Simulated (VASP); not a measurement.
# FeGe16 (F-43m) in VASP: further runs

The runs below take FeGe16 through single point, with PBEsol+U.

Everything below comes from runs of VASP 6.6.1. Logs are shortened: lines on timing, memory, paths and dates and some standing lists are left out, and cuts for length are marked.

### 1 The cell of the first run

It takes space group F-43m (No. 216, cubic). The conventional cell has a = 11.315 Å, b = 11.315 Å, c = 11.315 Å, α = 90.00°, β = 90.00°, γ = 90.00°. Within 3.3 Å of Fe (site symmetry -43m) lie 10 Ge at 2.47 to 2.86 Å. Within 3.2 Å of Ge (site symmetry -43m) lie 4 Ge at 2.43 Å. Ge (site symmetry 2mm) has 4 Ge at 2.44 to 2.47 Å and 1 Fe at 2.86 Å within 3.2 Å. Ge (site symmetry -43m) has 4 Ge at 2.43 Å within 3.2 Å. Within 3.2 Å of Ge (site symmetry 3m) lie 4 Ge at 2.43 to 2.47 Å and 1 Fe at 2.47 Å. Ge (site symmetry 3m) has 4 Ge at 2.43 to 2.44 Å within 3.2 Å.

### 2 Single point, PBEsol+U, collinear spin, ferromagnetic start

File INCAR:

```
PREC     = Accurate       # precision mode
ENCUT    = 600            # plane-wave cutoff, eV
EDIFF    = 1E-6           # SCF threshold, eV
ISMEAR   = 0              # smearing method
SIGMA    = 0.05           # smearing width, eV
LREAL    = False          # projectors in reciprocal space
LASPH    = True           # aspherical terms in the spheres
NELM     = 200            # most SCF steps
ALGO     = Normal         # electronic algorithm
ISIF     = 2              # what is computed and relaxed
LWAVE    = False          # write WAVECAR
LCHARG   = False          # write CHGCAR
ISPIN    = 2              # spin polarisation
MAGMOM   = 2.2 0 0 0 0 0 0 0 0 0 0 0 0 0 0 0 0 # initial moments
LORBIT   = 11             # projections on sites
LMAXMIX  = 4              # l up to which the mixer works
LDAU     = True           # DFT+U
LDAUTYPE = 2            
LDAUL    = 2 -1           # shell
LDAUU    = 4 0            # U, eV
LDAUJ    = 0 0          
LDAUPRINT= 1            
GGA      = PS             # functional
NBANDS   = 134            # bands
GGA_COMPAT= False
```

File KPOINTS:

```
regular mesh
0
Gamma
  3 3 3
```

File POSCAR:

```
FeGe16
1.0
    0.0000000000      5.6575400000      5.6575400000
    5.6575400000      0.0000000000      5.6575400000
    5.6575400000      5.6575400000      0.0000000000
Fe Ge
1 16
Direct
    0.2500000000      0.2500000000      0.2500000000
    1.0000000000      1.0000000000      0.0000000000
    0.9976125891      0.9976125891      0.5023874109
    0.9976125891      0.5023874109      0.9976125891
    0.9976125891      0.5023874109      0.5023874109
    0.5023874109      0.9976125891      0.9976125891
    0.5023874109      0.9976125891      0.5023874109
    0.5023874109      0.5023874109      0.9976125891
    0.5000000000      0.5000000000      0.5000000000
    0.1242205332      0.1242205332      0.1242205332
    0.1242205332      0.1242205332      0.6273384004
    0.1242205332      0.6273384004      0.1242205332
    0.1277661185      0.6240779605      0.6240779605
    0.6273384004      0.1242205332      0.1242205332
    0.6240779605      0.1277661185      0.6240779605
    0.6240779605      0.6240779605      0.1277661185
    0.6240779605      0.6240779605      0.6240779605
```

Potentials or basis: VASP PAW PBE potentials, release 64 (Fe, Ge_d).

Run with:

```sh
> cat potpaw_PBE.64/Fe/POTCAR potpaw_PBE.64/Ge_d/POTCAR > POTCAR
> mpirun -np 1 vasp_std > vasp.out
```

OUTCAR:

```text
PREC = Accurate
   ENCUT = 600
   EDIFF = 1E-6
   ISMEAR = 0
   LREAL = False
   LASPH = True
   NELM = 200
   ISIF = 2
   ISPIN = 2
   LORBIT = 11
   GGA = PS

 ion  position               nearest neighbor table
   1  0.250  0.250  0.250-  10 2.47  11 2.47  12 2.47  14 2.47   7 2.86   8 2.86   3 2.86   4 2.86
                             5 2.86   6 2.86
   2  0.000  0.000  0.000-  11 2.43  12 2.43  14 2.43  10 2.43
   3  0.998  0.998  0.502-  13 2.44  15 2.44  10 2.47  11 2.47   1 2.86
   4  0.998  0.502  0.998-  13 2.44  16 2.44  10 2.47  12 2.47   1 2.86
   5  0.998  0.502  0.502-  17 2.44  13 2.44  11 2.47  12 2.47   1 2.86
   6  0.502  0.998  0.998-  15 2.44  16 2.44  10 2.47  14 2.47   1 2.86
   7  0.502  0.998  0.502-  17 2.44  15 2.44  11 2.47  14 2.47   1 2.86
   8  0.502  0.502  0.998-  17 2.44  16 2.44  12 2.47  14 2.47   1 2.86
   9  0.500  0.500  0.500-  13 2.43  15 2.43  16 2.43  17 2.43
  10  0.124  0.124  0.124-   2 2.43   1 2.47   3 2.47   4 2.47   6 2.47
  11  0.124  0.124  0.627-   2 2.43   1 2.47   5 2.47   7 2.47   3 2.47
  12  0.124  0.627  0.124-   2 2.43   1 2.47   5 2.47   8 2.47   4 2.47
  13  0.128  0.624  0.624-   9 2.43   4 2.44   3 2.44   5 2.44
  14  0.627  0.124  0.124-   2 2.43   1 2.47   7 2.47   8 2.47   6 2.47
  15  0.624  0.128  0.624-   9 2.43   6 2.44   3 2.44   7 2.44
  16  0.624  0.624  0.128-   9 2.43   6 2.44   4 2.44   8 2.44
  17  0.624  0.624  0.624-   9 2.43   7 2.44   8 2.44   5 2.44

  LATTYP: Found a face centered cubic cell.
 ALAT       =    11.3150800000

  Lattice vectors:

 A1 = (   0.0000000000,   5.6575400000,   5.6575400000)
 A2 = (   5.6575400000,   0.0000000000,   5.6575400000)
 A3 = (   5.6575400000,   5.6575400000,   0.0000000000)

Analysis of symmetry for initial positions (statically):
=====================================================================
 Subroutine PRICEL returns:
 Original cell was already a primitive cell.

 Routine SETGRP: Setting up the symmetry group for a
 face centered cubic supercell.

 Subroutine GETGRP returns: Found 24 space group operations
 (whereof 24 operations were pure point group operations)
 out of a pool of 48 trial point group operations.

The static configuration has the point symmetry T_d .

Analysis of symmetry for dynamics (positions and initial velocities):
=====================================================================
 Subroutine PRICEL returns:
 Original cell was already a primitive cell.

 Routine SETGRP: Setting up the symmetry group for a
 face centered cubic supercell.

 Subroutine GETGRP returns: Found 24 space group operations
 (whereof 24 operations were pure point group operations)
 out of a pool of 48 trial point group operations.

The dynamic configuration has the point symmetry T_d .

Analysis of structural, dynamic, and magnetic symmetry:
[... 202 lines left out ...]

  energy without entropy =      -82.55691550  energy(sigma->0) =      -82.56745970

 E-fermi :   5.3187     XC(G=0): -10.3867

 val. band max:        5.3135654433   @ k =   0.3333   0.0000   0.0000
 cond. band min:       5.3242348115   @ k =  -0.3333   0.3333   0.0000
 fundamental gap:      0.0106693682
 Fermi energy:         5.3187494787

 spin component 1

 k-point     1 :       0.0000    0.0000    0.0000
  band No.  band energies     occupation
      1     -19.7415      1.00000
      2     -19.7415      1.00000
      3     -19.7415      1.00000
      4     -19.6670      1.00000
      5     -19.6670      1.00000
      6     -19.6262      1.00000
[... 513 lines left out ...]
    127       8.1925      0.00000
    128       8.2739      0.00000
 Fermi energy:         5.3187494787

 spin component 2

 k-point     1 :       0.0000    0.0000    0.0000
  band No.  band energies     occupation
      1     -19.7376      1.00000
      2     -19.7376      1.00000
      3     -19.7376      1.00000
      4     -19.6621      1.00000
      5     -19.6621      1.00000
      6     -19.6242      1.00000
[... 513 lines left out ...]
    127       8.3454      0.00000
    128       8.3991      0.00000
 [bands above 128 left out]

------------------------ aborting loop because EDIFF is reached ----------------------------------------

  FORCE on cell =-STRESS in cart. coord.  units (eV):
  Direction    XX          YY          ZZ          XY          YZ          ZX
  --------------------------------------------------------------------------------------
  -------------------------------------------------------------------------------------
  Total        5.9231074      5.9231074      5.9231074      0.0000000      0.0000000     -0.0000000
  in kB       26.2027756     26.2027756     26.2027756      0.0000000      0.0000000     -0.0000000
  external PRESSURE =      26.2027756 kB  Pullay stress =       0.0000000 kB

 VOLUME and BASIS-vectors are now :
 -----------------------------------------------------------------------------
  energy-cutoff  :      600.00
  volume of cell :      362.17
      direct lattice vectors                 reciprocal lattice vectors
     0.000000000  5.657540000  5.657540000    -0.088377634  0.088377634  0.088377634
     5.657540000  0.000000000  5.657540000     0.088377634 -0.088377634  0.088377634
     5.657540000  5.657540000  0.000000000     0.088377634  0.088377634 -0.088377634

 POSITION                                       TOTAL-FORCE (eV/Angst)
 -----------------------------------------------------------------------------------
      2.82877      2.82877      2.82877        -0.000000      0.000000     -0.000000
      0.00000      0.00000      0.00000        -0.000000      0.000000      0.000000
      8.48631      8.48631     11.28807        -0.000000      0.000000     -0.030847
      8.48631     11.28807      8.48631        -0.000000     -0.030847     -0.000000
      5.68455      8.48631      8.48631         0.030847      0.000000     -0.000000
     11.28807      8.48631      8.48631        -0.030847      0.000000     -0.000000
[... 9 lines left out ...]
      4.25359      4.25359      7.06149         0.018133      0.018133     -0.018133
      7.06149      7.06149      7.06149        -0.018133     -0.018133     -0.018133
 -----------------------------------------------------------------------------------
    total drift:                               -0.000000     -0.000000     -0.000000

  FREE ENERGIE OF THE ION-ELECTRON SYSTEM (eV)
  ---------------------------------------------------
  free  energy   TOTEN  =       -82.5780039045 eV

  energy  without entropy=      -82.5569154959  energy(sigma->0) =      -82.56745970

 total charge

# of ion       s       p       d       tot
------------------------------------------
    1        0.334   0.337   6.554   7.225
    2        1.166   1.211  10.034  12.411
    3        1.132   1.259  10.029  12.420
    4        1.132   1.259  10.029  12.420
    5        1.132   1.259  10.029  12.420
    6        1.132   1.259  10.029  12.420
[... 9 lines left out ...]
   16        1.133   1.259  10.029  12.422
   17        1.133   1.259  10.029  12.422
--------------------------------------------------
tot         18.461  20.551 167.084 206.097

 magnetization (x)

# of ion       s       p       d       tot
------------------------------------------
    1        0.024   0.016   2.620   2.660
    2       -0.001   0.029   0.001   0.029
    3        0.004  -0.003   0.001   0.002
    4        0.004  -0.003   0.001   0.002
    5        0.004  -0.003   0.001   0.002
    6        0.004  -0.003   0.001   0.002
[... 9 lines left out ...]
   16        0.003   0.008  -0.001   0.010
   17        0.003   0.008  -0.001   0.010
--------------------------------------------------
tot          0.068   0.088   2.614   2.770
```

OSZICAR:

```text
N       E                     dE             d eps       ncg     rms          rms(c)
DAV:   1     0.391813237884E+04    0.39181E+04   -0.10213E+05  2440   0.521E+03
DAV:   2     0.876867660418E+03   -0.30413E+04   -0.29439E+04  2144   0.138E+03
DAV:   3     0.664420383720E+02   -0.81043E+03   -0.78589E+03  2152   0.348E+02
[... 11 lines left out ...]
DAV:  15    -0.825778979280E+02   -0.18173E-03   -0.11253E-03  3048   0.229E-01    0.757E-02
DAV:  16    -0.825779627001E+02   -0.64772E-04   -0.16712E-04  2640   0.123E-01    0.629E-02
DAV:  17    -0.825779912450E+02   -0.28545E-04   -0.11933E-04  2584   0.101E-01    0.278E-02
DAV:  18    -0.825780016776E+02   -0.10433E-04   -0.50662E-05  2256   0.636E-02    0.115E-02
DAV:  19    -0.825780036699E+02   -0.19923E-05   -0.11932E-05  2104   0.270E-02    0.265E-03
DAV:  20    -0.825780039045E+02   -0.23459E-06   -0.44298E-06  1688   0.174E-02
   1 F= -.82578004E+02 E0= -.82567460E+02  d E =-.210884E-01  mag=     2.7018
```

stdout:

```text
POSCAR found type information on POSCAR FeGe
 POSCAR found :  2 types and      17 ions
 scaLAPACK will be used
 -----------------------------------------------------------------------------
|                                                                             |
|                                                                             |
|     You have a (more or less) 'large supercell' and for larger cells it     |
|     might be more efficient to use real-space projection operators.         |
|     Therefore, try LREAL= Auto in the INCAR file.                           |
|     Mind: For very accurate calculation, you might also keep the            |
|     reciprocal projection scheme (i.e. LREAL=.FALSE.).                      |
|                                                                             |
 -----------------------------------------------------------------------------

 -----------------------------------------------------------------------------
|                                                                             |
|                                                                             |
|     You enforced a specific xc type in the INCAR file but a different       |
|     I HOPE YOU KNOW WHAT YOU ARE DOING!                                     |
|                                                                             |
 -----------------------------------------------------------------------------

 LDA part: xc-table for (Slater+PW92), standard interpolation
 POSCAR, INCAR and KPOINTS ok, starting setup
 FFT: planning ... GRIDC
 FFT: planning ... GRID_SOFT
 FFT: planning ... GRID
 WAVECAR not read
 entering main loop
```

Run time: 14 min. Hardware: 1 thread of AMD EPYC 7R13 (Zen 3), shared host; peak memory 0.92 GiB.

Results:

* Free energy: -82.5780 eV
* Pressure: 2.6 GPa
* Largest force: 0.031 eV/Å
* Net moment: 2.70 μB per cell
* Site moments: Fe +2.66; Ge +0.03, +0.00, -0.00, +0.01 (each value once) μB
* Valence electrons inside the program's atomic spheres: Fe 7.22; Ge 12.41, 12.42, 12.43, 12.46 (each value once)

Forces on the atoms (eV/Å):
```
Fe   0.000  0.000  0.000
Ge   0.000  0.000  0.000
Ge   0.000  0.000 -0.031
Ge   0.000 -0.031  0.000
Ge   0.031  0.000  0.000
Ge  -0.031  0.000  0.000
Ge   0.000  0.031  0.000
Ge   0.000  0.000  0.031
Ge   0.000  0.000  0.000
Ge  -0.014 -0.014 -0.014
Ge   0.014  0.014 -0.014
Ge   0.014 -0.014  0.014
Ge  -0.018  0.018  0.018
Ge  -0.014  0.014  0.014
Ge   0.018 -0.018  0.018
Ge   0.018  0.018 -0.018
Ge  -0.018 -0.018 -0.018
```

Eigenvalues of the final occupation matrices:
```
    site  spin  trace               eigenvalues
site 1 d     1   4.60  0.90 0.90 0.90 0.95 0.95
site 1 d     2   1.98  0.06 0.06 0.62 0.62 0.62
```

Caveat: the PAW data sets were made with another functional, which shifts forces and pressure a little; the U is typed as a test and isn't derived for this compound.

### 3 Single point, PBEsol+U, collinear spin, ferromagnetic start

File INCAR:

```
SYSTEM = FeGe16
ALGO     = Normal         ! electronic algorithm
EDIFF    = 1E-6           ! SCF threshold, eV
ENCUT    = 600            ! plane-wave cutoff, eV
GGA      = PS             ! functional
GGA_COMPAT= .FALSE.      
ISIF     = 2              ! what is computed and relaxed
ISMEAR   = 0              ! smearing method
ISPIN    = 2              ! spin polarisation
LASPH    = .TRUE.         ! aspherical terms in the spheres
LCHARG   = .FALSE.        ! write CHGCAR
LDAU     = .TRUE.         ! DFT+U
LDAUJ    = 0 0          
LDAUL    = 2 -1           ! shell
LDAUPRINT= 1            
LDAUTYPE = 2            
LDAUU    = 4 0            ! U, eV
LMAXMIX  = 4              ! l up to which the mixer works
LORBIT   = 11             ! projections on sites
LREAL    = .FALSE.        ! projectors in reciprocal space
LWAVE    = .FALSE.        ! write WAVECAR
MAGMOM   = 2.46 0 0 0 0 0 0 0 0 0 0 0 0.01 0 0.01 0.01 0.01 ! initial moments
NBANDS   = 134            ! bands
NELM     = 200            ! most SCF steps
PREC     = Accurate       ! precision mode
SIGMA    = 0.05           ! smearing width, eV
```

File KPOINTS:

```
k-points
0
G
  3 3 3
  0 0 0
```

POSCAR is that of step 2.

Potentials or basis: VASP PAW PBE potentials, release 64 (Fe, Ge_d).

Run with:

```sh
> cat potpaw_PBE.64/Fe/POTCAR potpaw_PBE.64/Ge_d/POTCAR > POTCAR
> mpirun -np 1 vasp_std > vasp.out
```

Run time: 45 min. Hardware: 1 thread of Intel Xeon 8259CL, shared host; peak memory 0.95 GiB.

It converged, with:

- Free energy: -82.5780 eV
- Pressure: 2.6 GPa
- Largest force: 0.031 eV/Å
- Net moment: 2.70 μB per cell
- Site moments: Fe +2.66; Ge +0.03, +0.00, -0.00, +0.01 (each value once) μB
- Valence electrons inside the program's atomic spheres: Fe 7.22; Ge 12.41, 12.42, 12.43, 12.46 (each value once)

Forces in eV/Å, atoms in the order of the input:
```
Fe   0.000  0.000  0.000
Ge   0.000  0.000  0.000
Ge   0.000  0.000 -0.031
Ge   0.000 -0.031  0.000
Ge   0.031  0.000  0.000
Ge  -0.031  0.000  0.000
Ge   0.000  0.031  0.000
Ge   0.000  0.000  0.031
Ge   0.000  0.000  0.000
Ge  -0.014 -0.014 -0.014
Ge   0.014  0.014 -0.014
Ge   0.014 -0.014  0.014
Ge  -0.018  0.018  0.018
Ge  -0.014  0.014  0.014
Ge   0.018 -0.018  0.018
Ge   0.018  0.018 -0.018
Ge  -0.018 -0.018 -0.018
```

Levels at points of the mesh, in eV from the Fermi level:
Spin up:
```
           k point  band 115  band 116  band 117  band 118  band 119  band 120
(0.00, 0.00, 0.00)     -0.79     -0.24     -0.15     -0.15     -0.15     -0.11
```
Spin down:
```csv
k point,band 111,band 112,band 113,band 114,band 115,band 116,band 117,band 118,band 119,band 120
"(0.00, 0.00, 0.00)",-0.85,-0.85,-0.57,-0.23,-0.14,-0.14,-0.14,0.03,0.03,0.03
```

Eigenvalues of the final occupation matrices:
```csv
site,spin,trace,eigenvalues
site 1 d,1,4.60,0.90 0.90 0.90 0.95 0.95
site 1 d,2,1.98,0.06 0.06 0.62 0.62 0.62
```

Caveat: the PAW data sets were made with another functional, which shifts forces and pressure a little; the U is typed as a test and isn't derived for this compound. The state reached can hang on the start; a lower one may exist.

### 4 Single point, PBEsol+U, collinear spin, ferromagnetic start

File INCAR:

```
PREC = Accurate
ENCUT = 600
EDIFF = 1E-6
ISMEAR = 0
SIGMA = 0.05
LREAL = F
LASPH = T
NELM = 200
ALGO = Normal
ISIF = 2
LWAVE = F
LCHARG = F
ISPIN = 2
MAGMOM = 2 0 0 0 0 0 0 0 0 0 0 0 0 0 0 0 0
LORBIT = 11
LMAXMIX = 4
LDAU = T
LDAUTYPE = 2
LDAUL = 2 -1
LDAUU = 4 0
LDAUJ = 0 0
LDAUPRINT = 1
GGA = PS
NBANDS = 134
GGA_COMPAT = F
```

File KPOINTS:

```
regular mesh
0
Gamma
  3 3 3
```

POSCAR is that of step 3.

Run with:

```sh
> cat potpaw_PBE.64/Fe/POTCAR potpaw_PBE.64/Ge_d/POTCAR > POTCAR
> mpirun -np 1 vasp_std > vasp.out
```

It took 34 min on 1 thread of Intel Xeon 8259CL, shared host; peak memory 0.96 GiB.

Results (log left out):

```
Free energy                                           : -82.5780 eV
Pressure                                              : 2.6 GPa
Largest force                                         : 0.031 eV/Å
Net moment                                            : 2.70 μB per cell
Site moments                                          : Fe +2.66; Ge +0.03, +0.00, -0.00, +0.01 (each value once) μB
Valence electrons inside the program's atomic spheres : Fe 7.22; Ge 12.41, 12.42, 12.43, 12.46 (each value once)
```

Forces in eV/Å, atoms in the order of the input:
```
Fe   0.000  0.000  0.000
Ge   0.000  0.000  0.000
Ge   0.000  0.000 -0.031
Ge   0.000 -0.031  0.000
Ge   0.031  0.000  0.000
Ge  -0.031  0.000  0.000
Ge   0.000  0.031  0.000
Ge   0.000  0.000  0.031
Ge   0.000  0.000  0.000
Ge  -0.014 -0.014 -0.014
Ge   0.014  0.014 -0.014
Ge   0.014 -0.014  0.014
Ge  -0.018  0.018  0.018
Ge  -0.014  0.014  0.014
Ge   0.018 -0.018  0.018
Ge   0.018  0.018 -0.018
Ge  -0.018 -0.018 -0.018
```

Levels at points of the mesh, in eV from the Fermi level:
Spin up:
| k point | band 115 | band 116 | band 117 | band 118 | band 119 | band 120 |
| --- | --- | --- | --- | --- | --- | --- |
| (0.00, 0.00, 0.00) | -0.79 | -0.24 | -0.15 | -0.15 | -0.15 | -0.11 |
Spin down:
| k point | band 111 | band 112 | band 113 | band 114 | band 115 | band 116 | band 117 | band 118 | band 119 | band 120 |
| --- | --- | --- | --- | --- | --- | --- | --- | --- | --- | --- |
| (0.00, 0.00, 0.00) | -0.85 | -0.85 | -0.57 | -0.24 | -0.14 | -0.14 | -0.14 | 0.03 | 0.03 | 0.03 |

Eigenvalues of the final occupation matrices:
| site | spin | trace | eigenvalues |
| --- | --- | --- | --- |
| site 1 d | 1 | 4.60 | 0.90 0.90 0.90 0.95 0.95 |
| site 1 d | 2 | 1.98 | 0.06 0.06 0.62 0.62 0.62 |

Caveat: the PAW data sets were made with another functional, which shifts forces and pressure a little; the U is typed as a test and isn't derived for this compound. The state reached can hang on the start; a lower one may exist.
